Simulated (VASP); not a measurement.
# GaP (F-43m) in VASP: a series of runs, part 2 of 2

VASP 6.6.1.

## Step 3: Vibrations by perturbation theory, PBEsol (phonons by finite displacements)

INCAR

```
  PREC = Accurate
  ENCUT = 520
  EDIFF = 1E-8
  ISMEAR = 0
  SIGMA = 0.05
  LREAL = False
  LASPH = True
  NELM = 80
  ALGO = Normal
  ISIF = 2
  LWAVE = False
  LCHARG = False
  GGA = PS
  IBRION = 8
  NSW = 1
```

KPOINTS

```
regular mesh
0
Gamma
  9 9 9
```

POSCAR

```
GaP
1.0
    0.0000000000      2.7192385971      2.7192385971
    2.7192385971      0.0000000000      2.7192385971
    2.7192385971      2.7192385971      0.0000000000
Ga P
1 1
Direct
    0.0000000000      0.0000000000      0.0000000000
    0.7500000000      0.7500000000      0.7500000000
```

Potentials or basis: VASP PAW PBE potentials, release 64 (Ga_d, P).

Run with:

```sh
cat potpaw_PBE.64/Ga_d/POTCAR potpaw_PBE.64/P/POTCAR > POTCAR
mpirun -np 1 vasp_std > vasp.out
```

OUTCAR:

```text
PREC = Accurate
   ENCUT = 520
   EDIFF = 1E-8
   ISMEAR = 0
   LREAL = False
   LASPH = True
   NELM = 80
   ISIF = 2
   GGA = PS
   IBRION = 8
   NSW = 1

 ion  position               nearest neighbor table
   1  0.000  0.000  0.000-   2 2.35   2 2.35   2 2.35   2 2.35
   2  0.750  0.750  0.750-   1 2.35   1 2.35   1 2.35   1 2.35

  LATTYP: Found a face centered cubic cell.
 ALAT       =     5.4384771942

  Lattice vectors:

 A1 = (   0.0000000000,   2.7192385971,   2.7192385971)
 A2 = (   2.7192385971,   0.0000000000,   2.7192385971)
 A3 = (   2.7192385971,   2.7192385971,   0.0000000000)

Analysis of symmetry for initial positions (statically):
=====================================================================
 Subroutine PRICEL returns:
 Original cell was already a primitive cell.

 Routine SETGRP: Setting up the symmetry group for a
 face centered cubic supercell.

 Subroutine GETGRP returns: Found 24 space group operations
 (whereof 24 operations were pure point group operations)
 out of a pool of 48 trial point group operations.

The static configuration has the point symmetry T_d .

Analysis of symmetry for dynamics (positions and initial velocities):
=====================================================================
 Subroutine PRICEL returns:
 Original cell was already a primitive cell.

 Routine SETGRP: Setting up the symmetry group for a
 face centered cubic supercell.

 Subroutine GETGRP returns: Found 24 space group operations
 (whereof 24 operations were pure point group operations)
[... 569 lines left out ...]
 -----------------------------------------------------------------------------------
    total drift:                               -0.000000     -0.000000     -0.000000

  FREE ENERGIE OF THE ION-ELECTRON SYSTEM (eV)
  ---------------------------------------------------
  free  energy   TOTEN  =        -9.9226603309 eV

  energy  without entropy=       -9.9226603309  energy(sigma->0) =       -9.92266033

[... ionic steps 2 to 3 ...]

--------------------------------------- Ionic step        4  -------------------------------------------

------------------------ aborting loop because EDIFF is reached ----------------------------------------

[... ionic steps 5 to 6 ...]

--------------------------------------- Ionic step        7  -------------------------------------------

 Free energy of the ion-electron system (eV)
  ---------------------------------------------------
  ---------------------------------------------------
  free energy    TOTEN  =        -0.04741724 eV

  energy without entropy =       -0.04741724

------------------------ aborting loop because EDIFF is reached ----------------------------------------

 INTERNAL STRAIN TENSOR  FOR ION    2  DIRECTION 1   (eV/Angst):
 -----------------------------------------------------------------------------
    -0.00330  0.00000  0.00000
     0.00000  0.00294  7.31183
     0.00000  7.31183  0.00294

 INTERNAL STRAIN TENSOR FOR ION    2 for displacements in x,y,z  (eV/Angst):
          X           Y           Z          XY          YZ          ZX
  --------------------------------------------------------------------------------
  x     0.00000     0.00000     0.00000     0.00000     7.31183     0.00000
  y     0.00000     0.00000     0.00000     0.00000     0.00000     7.31183
  z     0.00000     0.00000     0.00000     7.31183     0.00000     0.00000

 SECOND DERIVATIVES (NOT SYMMETRIZED)
 ------------------------------------
               1X          1Y          1Z          2X          2Y          2Z
  1X    -9.944485    0.000000    0.000000    9.944485    0.000000    0.000000
  1Y     0.000000   -9.944485    0.000000    0.000000    9.944485    0.000000
  1Z     0.000000    0.000000   -9.944485    0.000000    0.000000    9.944485
  2X     9.966402    0.000000    0.000000   -9.966402    0.000000    0.000000
  2Y     0.000000    9.966402    0.000000    0.000000   -9.966402    0.000000
  2Z     0.000000    0.000000    9.966402    0.000000    0.000000   -9.966402

 Eigenvectors and eigenvalues of the dynamical matrix
 ----------------------------------------------------

   1 f  =   10.653557 THz    66.938274 2PiTHz  355.364415 cm-1    44.059552 meV
             X         Y         Z           dx          dy          dz
      0.000000  0.000000  0.000000    -0.554191    0.000000   -0.000000
      4.078858  4.078858  4.078858     0.832390   -0.000000   -0.000000
[... 21 lines left out ...]
   6 f/i=    0.005410 THz     0.033990 2PiTHz    0.180450 cm-1     0.022373 meV
             X         Y         Z           dx          dy          dz
      0.000000  0.000000  0.000000    -0.428660    0.653106   -0.287360
      4.078858  4.078858  4.078858    -0.285394    0.434827   -0.191319

--------------------------------------------------------------------------------------------------------

 ELASTIC MODULI CONTR FROM IONIC RELAXATION (kBar)
 Direction    XX          YY          ZZ          XY          YZ          ZX
 --------------------------------------------------------------------------------
 XX          -0.0000      0.0000      0.0000      0.0000      0.0000      0.0000
 YY           0.0000     -0.0000      0.0000     -0.0000      0.0000      0.0000
 ZZ           0.0000      0.0000     -0.0000      0.0000      0.0000     -0.0000
 XY           0.0000     -0.0000      0.0000   -212.3051      0.0000      0.0000
 YZ           0.0000      0.0000      0.0000      0.0000   -212.3051      0.0000
 ZX           0.0000      0.0000     -0.0000      0.0000      0.0000   -212.3051
 --------------------------------------------------------------------------------
```

Wall time 2.6 min (1 thread of Intel Xeon Platinum 8488C (Sapphire Rapids), shared host); peak memory 0.3 GiB.

What came out:

* Highest phonon frequency at Γ, LO-TO splitting left out: 355 cm⁻¹

Phonon frequencies in cm⁻¹ (negative: imaginary):
| q point | frequencies |
| --- | --- |
| (0.000, 0.000, 0.000) | 0 0 0 355 355 355 |

Caveat: the cell differs from its parent crystal (phonons by finite displacements).

## Step 4: Vibrations by perturbation theory, PBEsol

INCAR

```
PREC = Accurate
ENCUT = 520
EDIFF = 1E-8
ISMEAR = 0
SIGMA = 0.01
LREAL = F
LASPH = T
NELM = 60
ALGO = Normal
ISIF = 2
LWAVE = F
LCHARG = F
GGA = PS
IBRION = 8
NSW = 1
LEPSILON = T
```

KPOINTS

```
regular mesh
0
Gamma
  10 10 10
```

POSCAR is that of step 3.

Potentials or basis: VASP PAW PBE potentials, release 64 (Ga_d, P).

Run with:

```sh
cat potpaw_PBE.64/Ga_d/POTCAR potpaw_PBE.64/P/POTCAR > POTCAR
mpirun -np 1 vasp_std > vasp.out
```

OUTCAR:

```text
PREC = Accurate
   ENCUT = 520
   EDIFF = 1E-8
   ISMEAR = 0
   LREAL = F
   LASPH = T
   NELM = 60
   ISIF = 2
   GGA = PS
   IBRION = 8
   NSW = 1
   LEPSILON = T

 ion  position               nearest neighbor table
   1  0.000  0.000  0.000-   2 2.35   2 2.35   2 2.35   2 2.35
   2  0.750  0.750  0.750-   1 2.35   1 2.35   1 2.35   1 2.35

  LATTYP: Found a face centered cubic cell.
[... 713 lines left out ...]
      0.000000  0.000000  0.000000    -0.000000   -0.554187   -0.000000
      4.078858  4.078858  4.078858    -0.000000    0.832392    0.000000
[... 21 lines left out ...]
   6 f/i=    0.005457 THz     0.034289 2PiTHz    0.182036 cm-1     0.022570 meV
             X         Y         Z           dx          dy          dz
      0.000000  0.000000  0.000000    -0.832392    0.000000    0.000000
      4.078858  4.078858  4.078858    -0.554187    0.000000    0.000000

--------------------------------------------------------------------------------------------------------

 MACROSCOPIC STATIC DIELECTRIC TENSOR IONIC CONTRIBUTION
 ------------------------------------------------------
           2.083217    -0.000000    -0.000000
           0.000000     2.083217     0.000000
          -0.000000     0.000000     2.083217
 ------------------------------------------------------

 ELASTIC MODULI CONTR FROM IONIC RELAXATION (kBar)
 Direction    XX          YY          ZZ          XY          YZ          ZX
 --------------------------------------------------------------------------------
 XX          -0.0000      0.0000      0.0000     -0.0000      0.0000      0.0000
 YY           0.0000     -0.0000     -0.0000     -0.0000     -0.0000      0.0000
 ZZ           0.0000     -0.0000     -0.0000      0.0000     -0.0000      0.0000
 XY          -0.0000     -0.0000      0.0000   -210.3501      0.0000     -0.0000
 YZ           0.0000     -0.0000     -0.0000      0.0000   -210.3501     -0.0000
 ZX           0.0000      0.0000      0.0000     -0.0000      0.0000   -210.3501
 --------------------------------------------------------------------------------

 PIEZOELECTRIC TENSOR IONIC CONTR  for field in x, y, z        (C/m^2)
          XX          YY          ZZ          XY          YZ          ZX
  --------------------------------------------------------------------------------
  x     0.00000    -0.00000    -0.00000     0.00000    -0.62289    -0.00000
  y     0.00000     0.00000     0.00000    -0.00000     0.00000    -0.62289
  z    -0.00000    -0.00000     0.00000    -0.62289     0.00000    -0.00000
```

Wall time 9.3 min (1 thread of Intel Xeon Platinum 8488C (Sapphire Rapids), shared host); peak memory 0.36 GiB.

What came out:

```yaml
Electronic_dielectric_tensor_diagonal: 10.92
Born_charges_mean_of_the_diagonal: Ga +2.15; P -2.15 e
Highest_phonon_frequency_at_Γ_LO-TO_splitting_left_out: 355 cm⁻¹
```

Phonon frequencies in cm⁻¹ (negative: imaginary):
| q point | frequencies |
| --- | --- |
| (0.000, 0.000, 0.000) | 0 0 0 355 355 355 |

Electronic dielectric tensor:
```
10.92  0.00  0.00
 0.00 10.92  0.00
 0.00  0.00 10.92
```

Born effective charge tensors (e):
atom 1, Ga
```
2.15 0.00 0.00
0.00 2.15 0.00
0.00 0.00 2.15
```
atom 2, P
```
-2.15  0.00  0.00
 0.00 -2.15  0.00
 0.00  0.00 -2.15
```

## Step 5: Comparison with measurements

Step 2. Against the measured gap of GaP, 2.34 eV (indirect; 10 K; quoted in “Stacking defects in GaP nanowires: Electronic structure and optical properties”, 2018, arxiv:1810.01194), the calculated 1.47 eV is off by -0.87 eV. Spin-orbit coupling on Ga is left out. The value is that of PBEsol on a finite k mesh, which can miss the band edges, without temperature or zero-point motion. Semilocal functionals fall short of measured gaps as a rule.
